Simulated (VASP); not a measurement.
# Rb (I4/mmm) in VASP: a series of runs

Rb is run at these levels: PBE+D3(BJ); tasks: single point.

Everything below comes from runs of VASP 6.6.1. Logs are shortened: lines on timing, memory, paths and dates and some standing lists are left out, and cuts for length are marked.

## (1) The cell of the first run

The structure is tetragonal, space group I4/mmm (No. 139). The conventional cell has a = 5.341 Å, b = 5.341 Å, c = 7.280 Å, α = 90.00°, β = 90.00°, γ = 90.00°.

## (2) Single point, PBE+D3(BJ) (strain +0.0375 x Voigt [1, 1, 0, 0, 0, 0])

File INCAR:

```
  PREC = Accurate
  ENCUT = 520
  EDIFF = 1E-6
  ISMEAR = 0
  SIGMA = 0.15
  LREAL = F
  LASPH = T
  NELM = 80
  ALGO = Fast
  ISIF = 2
  LWAVE = F
  LCHARG = T
  GGA = PE
  IVDW = 12
  LELF = T
  LVHAR = T
  NBANDS = 10
```

File KPOINTS:

```
regular mesh
0
Gamma
  12 12 12
```

File POSCAR:

```
Rb
1.0
    0.0000000000      3.7763803451      3.6398846700
    3.7763803451      0.0000000000      3.6398846700
    3.7763803451      3.7763803451      0.0000000000
Rb
1
Direct
    0.0000000000      0.0000000000      0.0000000000
```

Potentials or basis: VASP PAW PBE potentials, release 64 (Rb_sv).

Started as:

```
> cat potpaw_PBE.64/Rb_sv/POTCAR > POTCAR
> mpirun -np 1 vasp_std > vasp.out
```

OUTCAR:

```text
PREC = Accurate
   ENCUT = 520
   EDIFF = 1E-6
   ISMEAR = 0
   LREAL = F
   LASPH = T
   NELM = 80
   ISIF = 2
   GGA = PE
   IVDW = 12
 IVDW          = 12

 ion  position               nearest neighbor table
   1  0.000  0.000  0.000-

  LATTYP: Found a body centered tetragonal cell.
 ALAT       =     5.3406083007
 C/A-ratio  =     1.3630974095

  Lattice vectors:

 A1 = (   0.0000000000,  -3.7763803451,  -3.6398846700)
 A2 = (   0.0000000000,   3.7763803451,  -3.6398846700)
 A3 = (   3.7763803451,   0.0000000000,   3.6398846700)

Analysis of symmetry for initial positions (statically):
=====================================================================
 Subroutine PRICEL returns:
 Original cell was already a primitive cell.

 Routine SETGRP: Setting up the symmetry group for a
 body centered tetragonal supercell.

 Subroutine GETGRP returns: Found 16 space group operations
 (whereof 16 operations were pure point group operations)
 out of a pool of 16 trial point group operations.

The static configuration has the point symmetry D_4h.

Analysis of symmetry for dynamics (positions and initial velocities):
=====================================================================
 Subroutine PRICEL returns:
 Original cell was already a primitive cell.

 Routine SETGRP: Setting up the symmetry group for a
 body centered tetragonal supercell.

 Subroutine GETGRP returns: Found 16 space group operations
 (whereof 16 operations were pure point group operations)
 out of a pool of 16 trial point group operations.

The dynamic configuration has the point symmetry D_4h.

 Subroutine INISYM returns: Found 16 space group operations
 (whereof 16 operations are pure point group operations),
 and found     1 'primitive' translations

----------------------------------------------------------------------------------------

                                     Primitive cell

  volume of cell :     103.8171

  direct lattice vectors                    reciprocal lattice vectors
     0.000000000  3.776380345  3.639884670    -0.132401918  0.132401918  0.137366990
     3.776380345  0.000000000  3.639884670     0.132401918 -0.132401918  0.137366990
     3.776380345  3.776380345  0.000000000     0.132401918  0.132401918 -0.137366990

  length of vectors
     5.244979401  5.244979401  5.340608301     0.232228821  0.232228821  0.232228821

  position of ions in fractional coordinates (direct lattice)
     0.000000000  0.000000000  0.000000000

  ion indices of the primitive-cell ions
   primitive index   ion index
[... 80 lines left out ...]
   ISYM   =      2    0-nonsym 1-usesym 2-fastsym
   POTIM  = 0.5000    time-step for ionic-motion
   TEBEG  =    0.0;   TEEND  =   0.0 temperature during run
   PSTRESS=    0.0 pullay stress
   NELECT =       9.0000    total number of electrons
   NUPDOWN=      -1.0000    fix difference up-down
   EMIN   =  10.00;   EMAX   =-10.00  energy-range for DOS
   EFERMI =   0.00;   METHOD = LEGACY
   ISMEAR =     0;   SIGMA  =   0.15  broadening in eV -4-tet -1-fermi 0-gaus
   EFERMI_NEDOS =   21; number of points for ismear=-14 and -15
   IALGO  =     68    algorithm
   IMIX   =      4    mixing-type and parameters
     AMIX     =   0.40;   BMIX     =  1.00
     AMIX_MAG =   1.60;   BMIX_MAG =  1.00
  volume/ion in A,a.u.               =     103.82       700.59
  Fermi-wavevector in a.u.,A,eV,Ry     =   0.724546  1.369193  7.142609  0.524967
  Thomas-Fermi vector in A             =   1.815043
   LORBIT       =      0    0 simple, 1 ext, 2 COOP (PROOUT), +10 PAW based schemes
   GGA     = PE    functional components
   LHFCALC =     F    Hartree Fock is set to
   AEXX    =    0.0000 exact exchange contribution
   IVDW    =    12    specifies the selected vdW correction
   LEPSILON=     F    determine dielectric tensor
   LRPA    =     F    only Hartree local field effects (RPA)
 non-spin polarized calculation
 RMM-DIIS sequential band-by-band and
 Gauss-broadening in eV      SIGMA  =   0.15
  energy-cutoff  :      520.00
  volume of cell :      103.82
 maximum number of plane-waves:      2814
   NGX = 19   NGY = 19   NGZ = 19

 number of electron       9.0000000 magnetization

 Free energy of the ion-electron system (eV)
  ---------------------------------------------------
  ext. energy  EPLUGINS =         0.00000000
  ---------------------------------------------------
  free energy    TOTEN  =        -0.93037725 eV

  energy without entropy =       -0.92006347  energy(sigma->0) =       -0.92522036

 E-fermi :  -0.2691     XC(G=0):  -5.1591

 val. band max:       -0.2703481962   @ k =   0.5000   0.2500   0.0833
 cond. band min:      -0.2316141530   @ k =  -0.1667   0.3333   0.2500
 fundamental gap:      0.0387340431
 Fermi energy:        -0.2691413247

 k-point     1 :       0.0000    0.0000    0.0000
  band No.  band energies     occupation
      1     -29.2377      2.00000
      2     -13.2905      2.00000
      3     -13.2905      2.00000
      4     -13.2904      2.00000
      5      -2.0658      2.00000
      6       3.1766      0.00000
      7       3.1766      0.00000
      8       3.2885      0.00000
      9       4.3007      0.00000
     10       4.5281      0.00000
[... 287 lines left out ...]
 k-point    24 :      -0.4167    0.1667    0.0000
  band No.  band energies     occupation
      1     -29.2356      2.00000
      2     -13.3435      2.00000
      3     -13.3082      2.00000
      4     -13.3028      2.00000
      5       0.0212      0.00618
      6       0.5700      0.00000
      7       2.4046      0.00000
      8       3.0809      0.00000
      9       4.1010      0.00000
     10       4.8920      0.00000

 [... further k-points ...]

------------------------ aborting loop because EDIFF is reached ----------------------------------------

 Edisp (eV)   -0.08886

 E8    (eV) :    -0.0511

  FORCE on cell =-STRESS in cart. coord.  units (eV):
  Direction    XX          YY          ZZ          XY          YZ          ZX
  --------------------------------------------------------------------------------------
  -------------------------------------------------------------------------------------
  Total      -0.27721    -0.27721    -0.26631     0.00000     0.00000     0.00000
  in kB      -4.27815    -4.27815    -4.10991     0.00000     0.00000     0.00000
  external pressure =       -4.22 kB  Pullay stress =        0.00 kB

 VOLUME and BASIS-vectors are now :
 -----------------------------------------------------------------------------
  energy-cutoff  :      520.00
  volume of cell :      103.82
      direct lattice vectors                 reciprocal lattice vectors
     0.000000000  3.776380345  3.639884670    -0.132401918  0.132401918  0.137366990
     3.776380345  0.000000000  3.639884670     0.132401918 -0.132401918  0.137366990
     3.776380345  3.776380345  0.000000000     0.132401918  0.132401918 -0.137366990

 POSITION                                       TOTAL-FORCE (eV/Angst)
 -----------------------------------------------------------------------------------
      0.00000      0.00000      0.00000         0.000000      0.000000      0.000000
 -----------------------------------------------------------------------------------
    total drift:                               -0.000000     -0.000000     -0.000000

  FREE ENERGIE OF THE ION-ELECTRON SYSTEM (eV)
  ---------------------------------------------------
  free  energy   TOTEN  =        -1.0192368278 eV

  energy  without entropy=       -1.0089230395  energy(sigma->0) =       -1.01407993
```

It took 81 s on 1 thread of AMD EPYC 9R45 (Zen 5), shared host; peak memory 0.31 GiB.

Results:

| Item | Value |
| --- | --- |
| Free energy | -1.0192 eV |
| Pressure | -0.4 GPa |
| Dispersion energy per atom | -0.089 eV |

Caveat: the cell differs from its parent crystal (strain +0.0375 x Voigt [1, 1, 0, 0, 0, 0]); pairwise dispersion overbinds metals, which lowers pressure and volume.

## (3) Single point, PBE+D3(BJ) (strain -0.1500 x Voigt [1, 1, 0, 0, 0, 0])

File INCAR:

```
SYSTEM = Rb
ALGO = Normal
EDIFF = 1E-6
ENCUT = 520
GGA = PE
ISIF = 2
ISMEAR = 0
IVDW = 12
LASPH = .TRUE.
LCHARG = .FALSE.
LREAL = .FALSE.
LWAVE = .FALSE.
NBANDS = 10
NELM = 100
PREC = Accurate
SIGMA = 0.15
```

File KPOINTS:

```
k-points
0
G
  12 12 12
  0 0 0
```

File POSCAR:

```
Rb
1.0
    0.0000000000      3.0939019695      3.6398846700
    3.0939019695      0.0000000000      3.6398846700
    3.0939019695      3.0939019695      0.0000000000
Rb
1
Direct
    0.0000000000      0.0000000000      0.0000000000
```

Potentials or basis: VASP PAW PBE potentials, release 64 (Rb_sv).

Started as:

```
> cat potpaw_PBE.64/Rb_sv/POTCAR > POTCAR
> mpirun -np 1 vasp_std > vasp.out
```

OUTCAR:

```text
SYSTEM = Rb
   EDIFF = 1E-6
   ENCUT = 520
   GGA = PE
   ISIF = 2
   ISMEAR = 0
   IVDW = 12
   LASPH = .TRUE.
   LREAL = .FALSE.
   NELM = 100
   PREC = Accurate
 IVDW          = 12

 ion  position               nearest neighbor table
   1  0.000  0.000  0.000-

  LATTYP: Found a body centered tetragonal cell.
 ALAT       =     4.3754381259
 C/A-ratio  =     1.6637806616

  Lattice vectors:

 A1 = (  -3.0939019695,   0.0000000000,   3.6398846700)
 A2 = (   3.0939019695,   0.0000000000,   3.6398846700)
 A3 = (   0.0000000000,   3.0939019695,  -3.6398846700)
[... 493 lines left out ...]

------------------------ aborting loop because EDIFF is reached ----------------------------------------

 Edisp (eV)   -0.13135

 E8    (eV) :    -0.0746

  FORCE on cell =-STRESS in cart. coord.  units (eV):
  Direction    XX          YY          ZZ          XY          YZ          ZX
  --------------------------------------------------------------------------------------
  -------------------------------------------------------------------------------------
  Total       0.46206     0.46206     0.31304     0.00000    -0.00000    -0.00000
  in kB      10.62372    10.62372     7.19758     0.00000    -0.00000    -0.00000
  external pressure =        9.48 kB  Pullay stress =        0.00 kB

 VOLUME and BASIS-vectors are now :
 -----------------------------------------------------------------------------
  energy-cutoff  :      520.00
  volume of cell :       69.68
      direct lattice vectors                 reciprocal lattice vectors
     0.000000000  3.093901970  3.639884670    -0.161608223  0.161608223  0.137366990
     3.093901970  0.000000000  3.639884670     0.161608223 -0.161608223  0.137366990
     3.093901970  3.093901970  0.000000000     0.161608223  0.161608223 -0.137366990

 POSITION                                       TOTAL-FORCE (eV/Angst)
 -----------------------------------------------------------------------------------
      0.00000      0.00000      0.00000         0.000000     -0.000000      0.000000
 -----------------------------------------------------------------------------------
    total drift:                               -0.000000     -0.000000     -0.000000

  FREE ENERGIE OF THE ION-ELECTRON SYSTEM (eV)
  ---------------------------------------------------
  free  energy   TOTEN  =        -0.9991642003 eV

  energy  without entropy=       -0.9892549966  energy(sigma->0) =       -0.99420960
```

Run time: 51 s. Hardware: 1 thread of AMD EPYC 9R45 (Zen 5), shared host; peak memory 0.24 GiB.

What came out:

```
Free energy                : -0.9992 eV
Pressure                   : 0.9 GPa
Dispersion energy per atom : -0.131 eV
```

Stress tensor (GPa, compression positive):
```
1.06 0.00 0.00
0.00 1.06 0.00
0.00 0.00 0.72
```

Levels at points of the mesh, in eV from the Fermi level:
| k point | band 2 | band 3 | band 4 | band 5 | band 6 | band 7 | band 8 | band 9 |
| --- | --- | --- | --- | --- | --- | --- | --- | --- |
| (0.00, 0.00, 0.00) | -12.84 | -12.83 | -12.83 | -2.36 | 3.39 | 4.12 | 4.12 | 4.41 |
| (0.50, 0.00, 0.00) | -13.08 | -12.89 | -12.83 | 0.07 | 0.89 | 3.05 | 4.09 | 6.10 |
| (0.50, 0.50, 0.00) | -13.04 | -12.87 | -12.87 | 0.13 | 1.07 | 2.01 | 6.17 | 6.18 |
| (0.50, 0.00, 0.50) | -13.06 | -12.98 | -12.90 | 0.56 | 1.60 | 2.27 | 4.87 | 5.48 |

Caveat: the cell differs from its parent crystal (strain -0.1500 x Voigt [1, 1, 0, 0, 0, 0]); pairwise dispersion overbinds metals, which lowers pressure and volume.

## (4) Single point, PBE+D3(BJ) (strain +0.0750 x Voigt [1, 1, 0, 0, 0, 0])

File INCAR:

```
SYSTEM = Rb
PREC = Accurate
ENCUT = 520
EDIFF = 1E-6
ISMEAR = 0
SIGMA = 0.15
LREAL = .False.
LASPH = .True.
NELM = 60
ALGO = Fast
ISIF = 2
LWAVE = .False.
LCHARG = .True.
GGA = PE
IVDW = 12
LELF = .True.
LVHAR = .True.
NBANDS = 10
```

File KPOINTS:

```
regular mesh
0
Gamma
  12 12 12
  0 0 0
```

File POSCAR:

```
Rb
1.0
    0.0000000000      3.9128760202      3.6398846700
    3.9128760202      0.0000000000      3.6398846700
    3.9128760202      3.9128760202      0.0000000000
Rb
1
Direct
    0.0000000000      0.0000000000      0.0000000000
```

Started as:

```
> cat potpaw_PBE.64/Rb_sv/POTCAR > POTCAR
> mpirun -np 1 vasp_std > vasp.out
```

It took 93 s on 1 thread of AMD EPYC 9R45 (Zen 5), shared host; peak memory 0.32 GiB.

The run converged. Its results:

| Property | Result |
| --- | --- |
| Free energy | -0.9968 eV |
| Pressure | -0.5 GPa |
| Dispersion energy per atom | -0.083 eV |

Levels at points of the mesh, in eV from the Fermi level:
```
           k point  band 1  band 2  band 3  band 4  band 5  band 6  band 7  band 8  band 9  band 10
(0.00, 0.00, 0.00)  -29.02  -13.08  -13.08  -13.08   -1.71    3.35    3.35    3.56    4.33     4.72
(0.50, 0.00, 0.00)  -29.02  -13.12  -13.09  -13.08    0.16    0.57    3.06    3.40    4.83     5.18
(0.50, 0.50, 0.00)  -29.02  -13.12  -13.10  -13.10    0.86    1.46    1.75    3.63    3.63     3.96
(0.50, 0.00, 0.50)  -29.02  -13.12  -13.09  -13.09    0.61    1.06    1.94    3.99    4.05     4.06
```

Caveat: the cell differs from its parent crystal (strain +0.0750 x Voigt [1, 1, 0, 0, 0, 0]); pairwise dispersion overbinds metals, which lowers pressure and volume.

## (5) Single point, PBE+D3(BJ) (strain -0.1125 x Voigt [1, 1, 0, 0, 0, 0])

File INCAR:

```
SYSTEM = Rb
ALGO     = Fast           ! electronic algorithm
EDIFF    = 1E-6           ! SCF threshold, eV
ENCUT    = 520            ! plane-wave cutoff, eV
GGA      = PE             ! functional
ISIF     = 2              ! what is computed and relaxed
ISMEAR   = 0              ! smearing method
IVDW     = 12             ! dispersion correction
LASPH    = .TRUE.         ! aspherical terms in the spheres
LCHARG   = .TRUE.         ! write CHGCAR
LELF     = .TRUE.         ! ELF
LREAL    = .FALSE.        ! projectors in reciprocal space
LVHAR    = .TRUE.       
LWAVE    = .FALSE.        ! write WAVECAR
NBANDS   = 10             ! bands
NELM     = 80             ! most SCF steps
PREC     = Accurate       ! precision mode
SIGMA    = 0.15           ! smearing width, eV
```

File KPOINTS:

```
k-points
0
G
  12 12 12
  0 0 0
```

File POSCAR:

```
Rb
1.0
    0.0000000000      3.2303976446      3.6398846700
    3.2303976446      0.0000000000      3.6398846700
    3.2303976446      3.2303976446      0.0000000000
Rb
1
Direct
    0.0000000000      0.0000000000      0.0000000000
```

Started as:

```
> cat potpaw_PBE.64/Rb_sv/POTCAR > POTCAR
> mpirun -np 1 vasp_std > vasp.out
```

Run time: 67 s. Hardware: 1 thread of AMD EPYC 9R45 (Zen 5), shared host; peak memory 0.25 GiB.

It converged, with:

```yaml
Free_energy: -1.0300 eV
Pressure: 0.5 GPa
Dispersion_energy_per_atom: -0.121 eV
```

Stress tensor (GPa, compression positive):
```
0.54 0.00 0.00
0.00 0.54 0.00
0.00 0.00 0.35
```

Levels at points of the mesh, in eV from the Fermi level:
```csv
k point,band 1,band 2,band 3,band 4,band 5,band 6,band 7,band 8,band 9,band 10
"(0.00, 0.00, 0.00)",-28.84,-12.86,-12.85,-12.85,-2.23,3.45,3.95,3.95,4.60,5.76
"(0.50, 0.00, 0.00)",-28.83,-13.03,-12.89,-12.86,0.10,0.80,3.15,3.88,5.99,6.13
"(0.50, 0.50, 0.00)",-28.83,-13.01,-12.89,-12.89,0.28,1.14,1.98,5.63,5.63,5.77
"(0.50, 0.00, 0.50)",-28.82,-13.02,-12.95,-12.91,0.62,1.67,1.98,4.72,5.09,5.44
```

Caveat: the cell differs from its parent crystal (strain -0.1125 x Voigt [1, 1, 0, 0, 0, 0]); pairwise dispersion overbinds metals, which lowers pressure and volume.

## (6) The runs side by side

```tsv
cell	gap on the mesh (eV)	pressure (GPa)
a = 5.245, b = 5.245, c = 5.341 Å, angles 59.4, 59.4, 61.2°, 1 atom	none	-0.4
a = 4.777, b = 4.777, c = 4.375 Å, angles 62.7, 62.7, 54.5°, 1 atom	none	0.9
a = 5.344, b = 5.344, c = 5.534 Å, angles 58.8, 58.8, 62.4°, 1 atom	none	-0.5
a = 4.867, b = 4.867, c = 4.568 Å, angles 62.0, 62.0, 56.0°, 1 atom	none	0.5
```

Alike in all rows: task single point; level PBE+D3(BJ); potentials or basis VASP PAW PBE potentials, release 64 (Rb_sv); no spin polarisation; k mesh 12 × 12 × 12; cutoff (eV) 520; smearing gaussian 0.15 eV.

Caveats: pairwise dispersion overbinds metals, which lowers pressure and volume.

Absolute energies hang on the potentials; compare differences alone.
